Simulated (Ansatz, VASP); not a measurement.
Two plane-wave programs on ZrB2

```xyz
3
Lattice="3.0698 0.0000 0.0000 -1.5349 2.6586 0.0000 0.0000 0.0000 3.6329" Properties=species:S:1:pos:R:3 pbc="T T T"
Zr    0.0000    0.0000    0.0000
B     0.0000    1.7724    1.8164
B     1.5349    0.8862    1.8164
```

Alike in both runs: task single point; functional LDA; k mesh 18 × 18 × 12; occupations gaussian, width 0.15 eV; no spin polarisation.

|  | VASP | Ansatz |
| --- | --- | --- |
| version | VASP 6.6.1 | Ansatz 0.2.0 |
| potentials or method | VASP PAW LDA potentials, release 64 (Zr_sv, B), cutoff 520 eV | scalar-relativistic, plane waves, PAW |
| valence electrons in the cell | 18 | 18 |

|  | VASP | Ansatz | Ansatz less VASP |
| --- | --- | --- | --- |
| gap on the k mesh at the Fermi level (eV) | none | none | - |
| pressure (GPa) | 1.7 | 1.1 | -0.52 |
| traceless stress, the component that is largest in VASP (GPa) | -14.40 | -14.44 | -0.038 |

LDA's correlation is that of Perdew and Zunger in VASP and of Perdew and Wang (1992) in Ansatz. A gap of «none» marks a metal or a gap that the smearing closes.
